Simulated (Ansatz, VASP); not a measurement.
# One calculation of BPd4, two programs

```
CELL_PARAMETERS angstrom
2.85534 0.00000 0.00000
0.00000 4.36279 0.00000
0.00000 0.00000 5.88724
ATOMIC_POSITIONS crystal
B 0.50000 0.00000 0.86061
Pd 0.50000 0.50000 0.87561
Pd 0.00000 0.50000 0.33346
Pd 0.00000 0.00000 0.61633
Pd 0.50000 0.00000 0.19100
```

Alike in both runs: functional PBE; k mesh 14 × 10 × 6; occupations gaussian, width 0.1 eV; no spin polarisation.

Ansatz relaxed the structure, and its values are those at the end. VASP's run is a single point on that final structure, the one shown.

|  | VASP | Ansatz |
| --- | --- | --- |
| version | VASP 6.6.1 | Ansatz 0.2.0 |
| potentials or method | VASP PAW PBE potentials, release 64 (B, Pd), cutoff 520 eV | scalar-relativistic, plane waves, PAW |
| valence electrons in the cell | 43 | 75 |

```csv
,VASP,Ansatz,Ansatz less VASP
gap on the k mesh at the Fermi level (eV),none,none,-
pressure (GPa),0.0,0.0,-0.04
rms of the force components (eV/Å),0.024,0.002,-0.0220
```

A gap of «none» marks a metal or a gap that the smearing closes. The functional is the same, so the differences come from potentials, cutoffs and numerics. VASP's potentials hold 43 valence electrons a cell and Ansatz's 75, so a difference there can come from the potentials and not from the codes.
